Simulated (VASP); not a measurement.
**CdTe (rocksalt type): single point with PBE**

The system is CdTe (rocksalt type).

```
CELL_PARAMETERS angstrom
0.00000 2.74434 2.74434
2.74434 0.00000 2.74434
2.74434 2.74434 0.00000
ATOMIC_POSITIONS crystal
Cd 0.00000 0.00000 0.00000
Te 0.50000 0.50000 0.50000
```

This cell differs from its parent crystal: volume scaled by 0.72.

```json
{
 "Program": "VASP 6.6.1",
 "Task": "single point",
 "Functional": "PBE",
 "Potentials or basis": "VASP PAW PBE potentials, release 64 (Cd, Te)",
 "Cutoff": "520 eV",
 "k mesh": "11 × 11 × 11",
 "Occupations": "fermi-dirac, width 0.05 eV",
 "Spin": "no spin polarisation",
 "Dipole correction": "no",
 "Further INCAR settings": "ALGO = Normal; EDIFF = 1e-06; NBANDS = 16"
}
```

- Pressure: 35.1 GPa
- Band gap on the k mesh: zero (band 9 reaches 8.08 eV, above the bottom of band 10 at 6.40 eV)

Levels at points of the mesh, in eV from the Fermi level:
```
           k point  band 7  band 8  band 9  band 10  band 11  band 12
(0.00, 0.00, 0.00)   -0.92   -0.92   -0.92     2.29     7.11     7.11
```

Run time: 24 s on 1 thread of Intel Xeon 6975P-C (shared host), peak memory 0.19 GiB.

Caveat: spin-orbit coupling is left out, which moves the levels of the heavy elements.
